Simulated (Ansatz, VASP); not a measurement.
Two plane-wave programs on Pt

Contents of INCAR:

```
SYSTEM = Pt
PREC = Accurate
ENCUT = 600
EDIFF = 1E-6
ISMEAR = -1
SIGMA = 0.05
LREAL = .FALSE.
LASPH = .TRUE.
NELM = 100
ALGO = Normal
ISIF = 3
LWAVE = .FALSE.
LCHARG = .FALSE.
IBRION = 2
NSW = 60
EDIFFG = -0.005
```

The input KPOINTS:

```
regular mesh
0
G
  17 17 9
  0 0 0
```

POSCAR

```
Pt
1.0
    2.7614133230      0.0000000000      0.0000000000
   -1.3807066615      2.3914540880      0.0000000000
    0.0000000000      0.0000000000      4.4734895832
Pt
2
Direct
    0.3333333333      0.6666666667      0.2500000000
    0.6666666667      0.3333333333      0.7500000000
```

Input for Ansatz:

```yaml
crystal:
  lattice:
    - [2.761413323, 0.0, 0.0]
    - [-1.3807066615, 2.391454088, 0.0]
    - [0.0, 0.0, 4.4734895832]
  atoms:
    - { symbol: Pt, position: [0.3333333333, 0.6666666667, 0.25] }
    - { symbol: Pt, position: [0.6666666667, 0.3333333333, 0.75] }
kpoints:
  mp_grid: { grid: [17, 17, 9] }
scf:
  occupations: { method: fermi_dirac, width: 0.05 }
hamiltonian:
  xc: lda
  pseudopotentials: { kind: paw }
output:
  forces: true
  stress: true
relax:
  f_tol: 0.005
  max_steps: 40
  cell: {}
```

Alike in both runs: task relaxation of cell and atoms; functional LDA; k mesh 17 × 17 × 9; occupations fermi-dirac, width 0.05 eV; no spin polarisation.

|  | VASP | Ansatz |
| --- | --- | --- |
| version | VASP 6.6.1 | Ansatz 0.2.0 |
| potentials or method | VASP PAW LDA potentials, release 64 (Pt) | PAW with Ansatz's default frozen-core files, scalar-relativistic |
| plane-wave cutoff (eV) | 600 | 420 |
| valence electrons in the cell | 20 | 36 |

```tsv
	VASP	Ansatz	Ansatz less VASP
relaxed volume (Å³/atom)	14.89	14.85	-0.042
relaxed cell length with the largest relative difference (Å)	2.715	2.711	-0.0039
```

LDA's correlation is that of Perdew and Zunger in VASP and of Perdew and Wang (1992) in Ansatz. VASP's potentials hold 20 valence electrons a cell and Ansatz's 36, so a difference there can come from the potentials and not from the codes.

Spin-orbit coupling is off throughout.
